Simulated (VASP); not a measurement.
# H3C3NO in VASP: single point with PBE+D3(BJ)

Aim: the single point of H3C3NO with PBE+D3(BJ).

All numbers are computed with VASP 6.6.1; they aren't measurements. Logs are shortened: lines on timing, memory, paths and dates and some standing lists are left out, and cuts for length are marked.

### Step 1. The cell of the first run

The cell holds a disordered packing, 24 atoms: a = 7.034 Å, b = 7.034 Å, c = 7.034 Å, α = 90.00°, β = 90.00°, γ = 90.00°.

### Step 2. Single point, PBE+D3(BJ)

INCAR reads:

```
SYSTEM = H3C3NO
PREC     = Accurate       ! precision mode
ENCUT    = 1000           ! plane-wave cutoff, eV
EDIFF    = 1E-6           ! SCF threshold, eV
ISMEAR   = -1             ! smearing method
SIGMA    = 0.05           ! smearing width, eV
LREAL    = Auto         
LASPH    = .TRUE.         ! aspherical terms in the spheres
NELM     = 120            ! most SCF steps
ALGO     = Normal         ! electronic algorithm
ISIF     = 2              ! what is computed and relaxed
LWAVE    = .FALSE.        ! write WAVECAR
LCHARG   = .FALSE.        ! write CHGCAR
GGA      = PE             ! functional
IVDW     = 12             ! dispersion correction
NBANDS   = 57             ! bands
GGA_COMPAT= .FALSE.
```

KPOINTS reads:

```
regular mesh
0
G
  1 1 1
  0 0 0
```

POSCAR reads:

```
H3C3NO
1.0
    7.0338500000      0.0000000000      0.0000000000
    0.0000000000      7.0338500000      0.0000000000
    0.0000000000      0.0000000000      7.0338500000
C N H O
9 3 9 3
Direct
    0.3490975781      0.1154844075      0.9515699084
    0.2766905749      0.0836099718      1.1408830157
    0.1152569361      0.5976812130      0.4366029984
    0.1462499200      0.6986358822      0.6117986593
    0.9608678035      0.2505313591      0.7462342814
    0.7732322981      0.3144792681      0.7075357024
    0.7053036388      0.0002843393      0.2030182617
    0.7297283849      0.8165087399      0.7451680090
    0.7157957591      0.4375128841      0.2344235376
    0.1873369492      0.0801410323      1.2823986864
    0.1566567385      0.7597972661      0.7640054877
    0.6143861470      0.3560781080      0.6989344385
    0.2346936599      0.0718809756      0.8552784037
    0.3761666797      0.2735059747      0.9369548682
    0.4886370906      0.0457359767      0.9315239876
    0.1328717559      0.6837080688      0.3023806308
    0.2108518095      0.4736381925      0.4018283017
   -0.0318175679      0.5513054728      0.4276747443
    0.9940075492      0.3184742353      0.8885461021
    0.9570576569      0.0982250119      0.7691093782
    1.0881949430      0.2654023046      0.6499712106
    0.8087747109     -0.0882873533      0.2879788452
    0.5720195910      0.7941881047      0.7316618921
    0.6175849641      0.5352403023      0.1550360045
```

Potentials or basis: VASP PAW PBE potentials, release 64 (C_h, N_h, H_h, O_h).

The run is started by

```sh
$ cat potpaw_PBE.64/C_h/POTCAR potpaw_PBE.64/N_h/POTCAR potpaw_PBE.64/H_h/POTCAR potpaw_PBE.64/O_h/POTCAR > POTCAR
$ mpirun -np 1 vasp_gam > vasp.out
```

OUTCAR:

```text
SYSTEM = H3C3NO
   PREC = Accurate
   ENCUT = 1000
   EDIFF = 1E-6
   ISMEAR = -1
   LREAL = Auto
   LASPH = .TRUE.
   NELM = 120
   ISIF = 2
   GGA = PE
   IVDW = 12
 IVDW          = 12

 ion  position               nearest neighbor table
   1  0.349  0.115  0.952-  13 1.10  15 1.11  14 1.13   2 1.44
   2  0.277  0.084  0.141-  10 1.18   1 1.44
   3  0.115  0.598  0.437-  18 1.09  16 1.13  17 1.13   4 1.44
   4  0.146  0.699  0.612-  11 1.16   3 1.44
   5  0.961  0.251  0.746-  20 1.08  21 1.13  19 1.13   6 1.42
   6  0.773  0.314  0.708-  12 1.16   5 1.42
   7  0.705  0.000  0.203-  22 1.13
   8  0.730  0.817  0.745-  23 1.12
   9  0.716  0.438  0.234-  24 1.12
  10  0.187  0.080  0.282-   2 1.18
  11  0.157  0.760  0.764-   4 1.16
  12  0.614  0.356  0.699-   6 1.16
[... 10 lines left out ...]
  23  0.572  0.794  0.732-   8 1.12
  24  0.618  0.535  0.155-   9 1.12

  LATTYP: Found a simple cubic cell.
 ALAT       =     7.0338500000

  Lattice vectors:

 A1 = (   7.0338500000,   0.0000000000,   0.0000000000)
 A2 = (   0.0000000000,   7.0338500000,   0.0000000000)
 A3 = (   0.0000000000,   0.0000000000,   7.0338500000)

Analysis of symmetry for initial positions (statically):
=====================================================================
 Subroutine PRICEL returns:
 Original cell was already a primitive cell.

 Routine SETGRP: Setting up the symmetry group for a
 simple cubic supercell.

 Subroutine GETGRP returns: Found  1 space group operations
 (whereof  1 operations were pure point group operations)
 out of a pool of 48 trial point group operations.

The static configuration has the point symmetry C_1 .

Analysis of symmetry for dynamics (positions and initial velocities):
=====================================================================
 Subroutine PRICEL returns:
 Original cell was already a primitive cell.

 Routine SETGRP: Setting up the symmetry group for a
 simple cubic supercell.

 Subroutine GETGRP returns: Found  1 space group operations
 (whereof  1 operations were pure point group operations)
 out of a pool of 48 trial point group operations.

The dynamic configuration has the point symmetry C_1 .

 Subroutine INISYM returns: Found  1 space group operations
 (whereof  1 operations are pure point group operations),
 and found     1 'primitive' translations

----------------------------------------------------------------------------------------

                                     Primitive cell

  volume of cell :     348.0001

  direct lattice vectors                    reciprocal lattice vectors
     7.033850000  0.000000000  0.000000000     0.142169651  0.000000000  0.000000000
     0.000000000  7.033850000  0.000000000     0.000000000  0.142169651  0.000000000
     0.000000000  0.000000000  7.033850000     0.000000000  0.000000000  0.142169651

  length of vectors
     7.033850000  7.033850000  7.033850000     0.142169651  0.142169651  0.142169651

  position of ions in fractional coordinates (direct lattice)
     0.349097578  0.115484407  0.951569908
     0.276690575  0.083609972  0.140883016
     0.115256936  0.597681213  0.436602998
     0.146249920  0.698635882  0.611798659
     0.960867804  0.250531359  0.746234281
     0.773232298  0.314479268  0.707535702
[... 16 lines left out ...]
     0.572019591  0.794188105  0.731661892
     0.617584964  0.535240302  0.155036004

  ion indices of the primitive-cell ions
   primitive index   ion index
                 1           1
                 2           2
                 3           3
                 4           4
                 5           5
                 6           6
[... 16 lines left out ...]
                23          23
                24          24

----------------------------------------------------------------------------------------

 KPOINTS: regular mesh

Automatic generation of k-mesh.
 Grid dimensions read from file:
 generate k-points for:    1    1    1

 Generating k-lattice:

  Cartesian coordinates                     Fractional coordinates (reciprocal lattice)
     0.142169651  0.000000000  0.000000000     1.000000000  0.000000000  0.000000000
     0.000000000  0.142169651  0.000000000     0.000000000  1.000000000  0.000000000
     0.000000000  0.000000000  0.142169651     0.000000000  0.000000000  1.000000000

  Length of vectors
     0.142169651  0.142169651  0.142169651

  Shift w.r.t. Gamma in fractional coordinates (k-lattice)
     0.000000000  0.000000000  0.000000000

 Subroutine IBZKPT returns following result:
 ===========================================

 Found      1 irreducible k-points:

 Following reciprocal coordinates:
            Coordinates               Weight
  0.000000  0.000000  0.000000      1.000000
   k-points           NKPTS =      1   k-points in BZ     NKDIM =      1   number of bands    NBANDS=     57
   number of dos      NEDOS =    301   number of ions     NIONS =     24
   total plane-waves  NPLWV = 512000
   dimension x,y,z NGX =    80 NGY =   80 NGZ =   80
   dimension x,y,z NGXF=   160 NGYF=  160 NGZF=  160
   ions per type =               9   3   9   3
   NGX,Y,Z   is equivalent  to a cutoff of  18.91, 18.91, 18.91 a.u.
   NGXF,Y,Z  is equivalent  to a cutoff of  37.82, 37.82, 37.82 a.u.
 SYSTEM =  H3C3NO
   PREC   = accura    normal or accurate (medium, high low for compatibility)
   ISTART =      0    job   : 0-new  1-cont  2-samecut
   ICHARG =      2    charge: 1-file 2-atom 10-const
   ISPIN  =      1    spin polarized calculation?
   LNONCOLLINEAR =      F non collinear calculations
   LSORBIT =      F    spin-orbit coupling
   LASPH  =      T    aspherical Exc in radial PAW
   ENCUT  = 1000.0 eV  73.50 Ry    8.57 a.u.  18.14 18.14 18.14*2*pi/ulx,y,z
   NELM   =    120;   NELMIN=  2; NELMDL= -5     # of ELM steps
   EDIFF  = 0.1E-05   stopping-criterion for ELM
   LREAL  =      T    real-space projection
   EDIFFG = 0.1E-04   stopping-criterion for IOM
   NSW    =      0    number of steps for IOM
   IBRION =     -1    ionic relax: 0-MD 1-quasi-New 2-CG
   NFREE  =      0    steps in history (QN), initial steepest desc. (CG)
   ISIF   =      2    stress and relaxation
   ISYM   =      2    0-nonsym 1-usesym 2-fastsym
   POTIM  = 0.5000    time-step for ionic-motion
   TEBEG  =    0.0;   TEEND  =   0.0 temperature during run
   PSTRESS=    0.0 pullay stress
   NELECT =      78.0000    total number of electrons
   NUPDOWN=      -1.0000    fix difference up-down
   EMIN   =  10.00;   EMAX   =-10.00  energy-range for DOS
   EFERMI =   0.00;   METHOD = LEGACY
   ISMEAR =    -1;   SIGMA  =   0.05  broadening in eV -4-tet -1-fermi 0-gaus
   EFERMI_NEDOS =   21; number of points for ismear=-14 and -15
   IALGO  =     38    algorithm
   IMIX   =      4    mixing-type and parameters
     AMIX     =   0.40;   BMIX     =  1.00
     AMIX_MAG =   1.60;   BMIX_MAG =  1.00
  volume/ion in A,a.u.               =      14.50        97.85
  Fermi-wavevector in a.u.,A,eV,Ry     =   0.994443  1.879225 13.455033  0.988917
  Thomas-Fermi vector in A             =   2.126395
   LORBIT       =      0    0 simple, 1 ext, 2 COOP (PROOUT), +10 PAW based schemes
   GGA     = PE    functional components
   LHFCALC =     F    Hartree Fock is set to
   AEXX    =    0.0000 exact exchange contribution
   IVDW    =    12    specifies the selected vdW correction
   LEPSILON=     F    determine dielectric tensor
   LRPA    =     F    only Hartree local field effects (RPA)
 non-spin polarized calculation
  energy-cutoff  :     1000.00
  volume of cell :      348.00
 maximum number of plane-waves:     12443
 NGX is ok and might be reduce to    80
   NGX = 37   NGY = 37   NGZ = 37

 number of electron      78.0000000 magnetization

 Free energy of the ion-electron system (eV)
  ---------------------------------------------------
  ext. energy  EPLUGINS =         0.00000000
  ---------------------------------------------------
  free energy    TOTEN  =      -154.70484136 eV

  energy without entropy =     -154.70484136  energy(sigma->0) =     -154.70484136

 E-fermi :  -2.3305     XC(G=0):  -6.8149

 val. band max:       -3.6027375798   @ k =   0.0000   0.0000   0.0000
 cond. band min:       1.5899011618   @ k =   0.0000   0.0000   0.0000
 fundamental gap:      5.1926387416
 Fermi energy:        -2.3304688239

 k-point     1 :       0.0000    0.0000    0.0000
  band No.  band energies     occupation
      1     -25.5637      2.00000
      2     -25.3070      2.00000
      3     -25.2161      2.00000
      4     -18.8534      2.00000
      5     -18.5813      2.00000
      6     -18.4050      2.00000
[... 43 lines left out ...]
     50       3.8951      0.00000
     51       3.9568      0.00000
 [bands above 51 left out]

------------------------ aborting loop because EDIFF is reached ----------------------------------------

 Edisp (eV)   -1.34850

 E8    (eV) :    -0.3332

  FORCE on cell =-STRESS in cart. coord.  units (eV):
  Direction    XX          YY          ZZ          XY          YZ          ZX
  --------------------------------------------------------------------------------------
  -------------------------------------------------------------------------------------
  Total       4.18390     1.42366    -1.08380    -0.07328    -1.78470     3.50387
  in kB      19.26252     6.55447    -4.98977    -0.33736    -8.21667    16.13165
  external pressure =        6.94 kB  Pullay stress =        0.00 kB

 VOLUME and BASIS-vectors are now :
 -----------------------------------------------------------------------------
  energy-cutoff  :     1000.00
  volume of cell :      348.00
      direct lattice vectors                 reciprocal lattice vectors
     7.033850000  0.000000000  0.000000000     0.142169651  0.000000000  0.000000000
     0.000000000  7.033850000  0.000000000     0.000000000  0.142169651  0.000000000
     0.000000000  0.000000000  7.033850000     0.000000000  0.000000000  0.142169651

 POSITION                                       TOTAL-FORCE (eV/Angst)
 -----------------------------------------------------------------------------------
      2.45550      0.81230      6.69320         0.607145      1.082815      0.386240
      1.94620      0.58810      0.99095        -1.315763      0.375080      1.239630
      0.81070      4.20400      3.07100         0.729702     -0.072028     -2.057857
      1.02870      4.91410      4.30330         0.133540     -0.801239     -0.542435
      6.75860      1.76220      5.24890         1.677253      0.221860      1.261509
      5.43880      2.21200      4.97670         0.108000     -0.050715     -0.578261
[... 16 lines left out ...]
      4.02350      5.58620      5.14640        -1.041129     -0.222860     -0.205302
      4.34400      3.76480      1.09050        -0.998880      0.836305     -0.694822
 -----------------------------------------------------------------------------------
    total drift:                               -0.003015      0.001510     -0.001490

  FREE ENERGIE OF THE ION-ELECTRON SYSTEM (eV)
  ---------------------------------------------------
  free  energy   TOTEN  =      -156.0533456001 eV

  energy  without entropy=     -156.0533456001  energy(sigma->0) =     -156.05334560
```

Run time: 1.7 min. Hardware: 1 thread of Intel Xeon Platinum 8375C at 2.90GHz (Ice Lake), shared host; peak memory 0.94 GiB.

Results:

* Free energy: -156.0533 eV
* Pressure: 0.7 GPa
* Largest force: 2.185 eV/Å
* Dispersion energy per atom: -0.056 eV

Forces on the atoms (eV/Å):
```
C    0.607  1.083  0.386
C   -1.316  0.375  1.240
C    0.730 -0.072 -2.058
C    0.134 -0.801 -0.542
C    1.677  0.222  1.262
C    0.108 -0.051 -0.578
C   -0.160  0.268 -0.201
C    0.936  0.170  0.078
C    0.858 -0.848  0.618
N    1.127 -0.105 -0.937
N    0.133  0.383  0.480
N   -0.597  0.294 -0.362
H    0.602 -0.260 -0.252
H   -0.175 -0.916 -0.023
H   -0.785  0.104 -0.173
H   -0.008  0.177  0.966
H   -0.441  0.521  0.947
H   -0.300 -0.320  0.218
H    0.190 -0.443 -0.823
H   -0.246 -0.590  0.213
H   -1.265  0.548  0.076
O    0.230 -0.351  0.368
O   -1.041 -0.223 -0.205
O   -0.999  0.836 -0.695
```

Stress tensor (GPa, compression positive):
```
 1.93 -0.03  1.61
-0.03  0.66 -0.82
 1.61 -0.82 -0.50
```

Caveat: the k points lie up to 0.89 Å⁻¹ apart, too coarse for converged energies, forces and pressures.
